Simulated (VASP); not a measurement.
A run of VASP 6.6.1 is set up as follows.

File INCAR:

```
SYSTEM = AlRu
PREC = Accurate
ENCUT = 520
EDIFF = 1E-6
ISMEAR = 0
SIGMA = 0.15
LREAL = .False.
LASPH = .True.
NELM = 60
ALGO = Fast
ISIF = 2
LWAVE = .False.
LCHARG = .False.
GGA = PS
NBANDS = 16
```

File KPOINTS:

```
Automatic mesh
0
Gamma
  16 16 16
  0 0 0
```

The input POSCAR:

```
AlRu
1.0
    2.9916000000      0.0000000000      0.0000000000
    0.0000000000      2.9916000000      0.0000000000
    0.0000000000      0.0000000000      2.9766420000
Al Ru
1 1
Direct
    0.0000000000      0.0000000000      0.0000000000
    0.5000000000      0.5000000000      0.5000000000
```

Potentials or basis: VASP PAW PBE potentials, release 64 (Al, Ru_pv).

Command:

```sh
$ cat potpaw_PBE.64/Al/POTCAR potpaw_PBE.64/Ru_pv/POTCAR > POTCAR
$ mpirun -np 1 vasp_std > vasp.out
```

Problem. What does it give for the pressure?

Solution. -2.2 GPa.

Stress tensor (GPa, compression positive):
```
-2.46  0.00  0.00
 0.00 -2.46  0.00
 0.00  0.00 -1.59
```

Caveat: the cell differs from its parent crystal (strain -0.0050 x Voigt [0, 0, 1, 0, 0, 0]); the PAW data sets were made with another functional, which shifts forces and pressure a little.
